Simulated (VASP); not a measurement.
# Pd (Fd-3m) in VASP: single point with PBE

Aim: the single point of Pd with PBE.

All numbers are computed with VASP 6.6.1; they aren't measurements. Logs are shortened: lines on timing, memory, paths and dates and some standing lists are left out, and cuts for length are marked.

## Step 1: The cell of the first run

It takes space group Fd-3m (No. 227, cubic). The conventional cell has a = 5.784 Å, b = 5.784 Å, c = 5.784 Å, α = 90.00°, β = 90.00°, γ = 90.00°. Pd (site symmetry -43m) has 4 Pd at 2.50 Å within 3.3 Å.

## Step 2: Single point, PBE

File INCAR:

```
  ALGO = Normal
  EDIFF = 1E-6
  ENCUT = 500
  GGA = PE
  GGA_COMPAT = F
  ISIF = 2
  ISMEAR = -1
  LASPH = T
  LCHARG = F
  LREAL = F
  LWAVE = F
  NBANDS = 17
  NELM = 120
  PREC = Accurate
  SIGMA = 0.05
```

File KPOINTS:

```
k-points
0
Gamma
  7 7 7
```

File POSCAR:

```
Pd
1.0
    0.0000000000      2.8922411839      2.8922411839
    2.8922411839      0.0000000000      2.8922411839
    2.8922411839      2.8922411839      0.0000000000
Pd
2
Direct
    1.0000000000      1.0000000000      1.0000000000
    0.2500000000      0.2500000000      0.2500000000
```

Potentials or basis: VASP PAW PBE potentials, release 64 (Pd).

Run with:

```sh
cat potpaw_PBE.64/Pd/POTCAR > POTCAR
mpirun -np 1 vasp_std > vasp.out
```

OUTCAR:

```text
EDIFF = 1E-6
   ENCUT = 500
   GGA = PE
   ISIF = 2
   ISMEAR = -1
   LASPH = T
   LREAL = F
   NELM = 120
   PREC = Accurate

 ion  position               nearest neighbor table
   1  0.000  0.000  0.000-   2 2.50   2 2.50   2 2.50   2 2.50
   2  0.250  0.250  0.250-   1 2.50   1 2.50   1 2.50   1 2.50

  LATTYP: Found a face centered cubic cell.
 ALAT       =     5.7844823678

  Lattice vectors:

 A1 = (   0.0000000000,   2.8922411839,   2.8922411839)
 A2 = (   2.8922411839,   0.0000000000,   2.8922411839)
 A3 = (   2.8922411839,   2.8922411839,   0.0000000000)

Analysis of symmetry for initial positions (statically):
=====================================================================
 Subroutine PRICEL returns:
 Original cell was already a primitive cell.

 Routine SETGRP: Setting up the symmetry group for a
 face centered cubic supercell.

 Subroutine GETGRP returns: Found 48 space group operations
 (whereof 24 operations were pure point group operations)
 out of a pool of 48 trial point group operations.

The static configuration has the point symmetry T_d .
 The point group associated with its full space group is O_h .

Analysis of symmetry for dynamics (positions and initial velocities):
=====================================================================
 Subroutine PRICEL returns:
 Original cell was already a primitive cell.

 Routine SETGRP: Setting up the symmetry group for a
 face centered cubic supercell.

 Subroutine GETGRP returns: Found 48 space group operations
 (whereof 24 operations were pure point group operations)
 out of a pool of 48 trial point group operations.

The dynamic configuration has the point symmetry T_d .
 The point group associated with its full space group is O_h .

 Subroutine INISYM returns: Found 48 space group operations
 (whereof 24 operations are pure point group operations),
 and found     1 'primitive' translations

----------------------------------------------------------------------------------------

                                     Primitive cell

  volume of cell :      48.3875

  direct lattice vectors                    reciprocal lattice vectors
     0.000000000  2.892241184  2.892241184    -0.172876316  0.172876316  0.172876316
     2.892241184  0.000000000  2.892241184     0.172876316 -0.172876316  0.172876316
     2.892241184  2.892241184  0.000000000     0.172876316  0.172876316 -0.172876316
[... 76 lines left out ...]
   LASPH  =      T    aspherical Exc in radial PAW
   ENCUT  =  500.0 eV  36.75 Ry    6.06 a.u.   7.46  7.46  7.46*2*pi/ulx,y,z
   NELM   =    120;   NELMIN=  2; NELMDL= -5     # of ELM steps
   EDIFF  = 0.1E-05   stopping-criterion for ELM
   LREAL  =      F    real-space projection
   EDIFFG = 0.1E-04   stopping-criterion for IOM
   NSW    =      0    number of steps for IOM
   IBRION =     -1    ionic relax: 0-MD 1-quasi-New 2-CG
   NFREE  =      0    steps in history (QN), initial steepest desc. (CG)
   ISIF   =      2    stress and relaxation
   ISYM   =      2    0-nonsym 1-usesym 2-fastsym
   POTIM  = 0.5000    time-step for ionic-motion
   TEBEG  =    0.0;   TEEND  =   0.0 temperature during run
   PSTRESS=    0.0 pullay stress
   NELECT =      20.0000    total number of electrons
   NUPDOWN=      -1.0000    fix difference up-down
   EMIN   =  10.00;   EMAX   =-10.00  energy-range for DOS
   EFERMI =   0.00;   METHOD = LEGACY
   ISMEAR =    -1;   SIGMA  =   0.05  broadening in eV -4-tet -1-fermi 0-gaus
   EFERMI_NEDOS =   21; number of points for ismear=-14 and -15
   IALGO  =     38    algorithm
   IMIX   =      4    mixing-type and parameters
     AMIX     =   0.40;   BMIX     =  1.00
     AMIX_MAG =   1.60;   BMIX_MAG =  1.00
  volume/ion in A,a.u.               =      24.19       163.27
  Fermi-wavevector in a.u.,A,eV,Ry     =   1.219477  2.304478 20.233557  1.487124
  Thomas-Fermi vector in A             =   2.354728
   LORBIT       =      0    0 simple, 1 ext, 2 COOP (PROOUT), +10 PAW based schemes
   GGA     = PE    functional components
   LHFCALC =     F    Hartree Fock is set to
   AEXX    =    0.0000 exact exchange contribution
   IVDW    =     0    specifies the selected vdW correction
   LEPSILON=     F    determine dielectric tensor
   LRPA    =     F    only Hartree local field effects (RPA)
 non-spin polarized calculation
  energy-cutoff  :      500.00
  volume of cell :       48.39
 maximum number of plane-waves:      1246
 NGX is ok and might be reduce to    30
   NGX = 15   NGY = 15   NGZ = 15

 number of electron      20.0000008 magnetization

 Free energy of the ion-electron system (eV)
  ---------------------------------------------------
  ext. energy  EPLUGINS =         0.00000000
  ---------------------------------------------------
  free energy    TOTEN  =        -8.18477738 eV

  energy without entropy =       -8.12290066  energy(sigma->0) =       -8.15383902

 E-fermi :   4.0491     XC(G=0):  -9.9719

 val. band max:        4.0398979187   @ k =   0.4286   0.1429   0.0000
 cond. band min:       4.0577195719   @ k =  -0.2857   0.2857   0.0000
 fundamental gap:      0.0178216532
 Fermi energy:         4.0490533959

 k-point     1 :       0.0000    0.0000    0.0000
  band No.  band energies     occupation
      1      -0.4822      2.00000
      2       0.7175      2.00000
      3       0.7175      2.00000
      4       0.8485      2.00000
      5       0.8485      2.00000
      6       0.8485      2.00000
[... 377 lines left out ...]
      4       1.3068      2.00000
      5       1.6385      2.00000
      6       2.0510      2.00000
[... 9 lines left out ...]
     16      17.6143      0.00000
     17      18.8113      0.00000

------------------------ aborting loop because EDIFF is reached ----------------------------------------

  FORCE on cell =-STRESS in cart. coord.  units (eV):
  Direction    XX          YY          ZZ          XY          YZ          ZX
  --------------------------------------------------------------------------------------
  -------------------------------------------------------------------------------------
  Total        0.2407502      0.2407502      0.2407502     -0.0000000      0.0000000     -0.0000000
  in kB        7.9715666      7.9715666      7.9715666     -0.0000000      0.0000000     -0.0000000
  external PRESSURE =       7.9715666 kB  Pullay stress =       0.0000000 kB

 VOLUME and BASIS-vectors are now :
 -----------------------------------------------------------------------------
  energy-cutoff  :      500.00
  volume of cell :       48.39
      direct lattice vectors                 reciprocal lattice vectors
     0.000000000  2.892241184  2.892241184    -0.172876316  0.172876316  0.172876316
     2.892241184  0.000000000  2.892241184     0.172876316 -0.172876316  0.172876316
     2.892241184  2.892241184  0.000000000     0.172876316  0.172876316 -0.172876316

 POSITION                                       TOTAL-FORCE (eV/Angst)
 -----------------------------------------------------------------------------------
      0.00000      0.00000      0.00000         0.000000      0.000000      0.000000
      1.44612      1.44612      1.44612         0.000000     -0.000000      0.000000
 -----------------------------------------------------------------------------------
    total drift:                                0.000000     -0.000000      0.000000

  FREE ENERGIE OF THE ION-ELECTRON SYSTEM (eV)
  ---------------------------------------------------
  free  energy   TOTEN  =        -8.1847773763 eV

  energy  without entropy=       -8.1229006591  energy(sigma->0) =       -8.15383902
```

OSZICAR:

```text
N       E                     dE             d eps       ncg     rms          rms(c)
DAV:   1     0.102192466052E+03    0.10219E+03   -0.92802E+03   680   0.103E+03
DAV:   2    -0.651480350972E+01   -0.10871E+03   -0.10130E+03   708   0.227E+02
DAV:   3    -0.833534541728E+01   -0.18205E+01   -0.18102E+01   835   0.325E+01
DAV:   4    -0.835286955520E+01   -0.17524E-01   -0.17522E-01   814   0.299E+00
DAV:   5    -0.835327698156E+01   -0.40743E-03   -0.40742E-03   845   0.471E-01    0.665E+00
DAV:   6    -0.820587255327E+01    0.14740E+00   -0.76385E-01   771   0.712E+00    0.404E+00
DAV:   7    -0.818901621047E+01    0.16856E-01   -0.45003E-02   748   0.168E+00    0.232E+00
DAV:   8    -0.818469507726E+01    0.43211E-02   -0.52024E-03   807   0.574E-01    0.675E-02
DAV:   9    -0.818475395079E+01   -0.58874E-04   -0.23861E-04   819   0.119E-01    0.354E-02
DAV:  10    -0.818477719408E+01   -0.23243E-04   -0.32525E-05   794   0.364E-02    0.501E-03
DAV:  11    -0.818477737634E+01   -0.18227E-06   -0.27098E-07   707   0.353E-03
   1 F= -.81847774E+01 E0= -.81538390E+01  d E =-.618767E-01
```

Wall time 9 s (1 thread of Intel Xeon Platinum 8559C (Emerald Rapids), shared host); peak memory 0.15 GiB.

What came out:

```yaml
Free_energy: -8.1848 eV
Pressure: 0.8 GPa
Band_gap_on_the_k_mesh: zero (band 10 reaches 4.14 eV, above the bottom of band 11 at 3.75 eV)
```
